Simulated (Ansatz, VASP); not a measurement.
B2W in VASP and in Ansatz

```
CELL_PARAMETERS angstrom
3.02000 0.00000 0.00000
-1.51000 2.61540 0.00000
0.00000 0.00000 3.05000
ATOMIC_POSITIONS crystal
B 0.33333 0.66667 0.50000
B 0.66667 0.33333 0.50000
W 0.00000 0.00000 0.00000
```

Alike in both runs: task single point; functional LDA; k mesh 6 × 6 × 6; occupations gaussian, width 0.1 eV; no spin polarisation.

```csv
,VASP,Ansatz
version,VASP 6.6.1,Ansatz 0.2.0
potentials or method,"VASP PAW LDA potentials, release 64 (B, W_sv), cutoff 520 eV","scalar-relativistic, plane waves, PAW"
valence electrons in the cell,20,20
```

|  | VASP | Ansatz | Ansatz less VASP |
| --- | --- | --- | --- |
| gap on the k mesh at the Fermi level (eV) | none | none | - |
| pressure (GPa) | 24.5 | 22.5 | -2.02 |
| traceless stress, the component that is largest in VASP (GPa) | 9.02 | 8.77 | -0.254 |

LDA's correlation is that of Perdew and Zunger in VASP and of Perdew and Wang (1992) in Ansatz. A gap of «none» marks a metal or a gap that the smearing closes.

The k mesh is coarse, so the values compare programs but aren't converged. Neither program's run includes spin-orbit coupling.
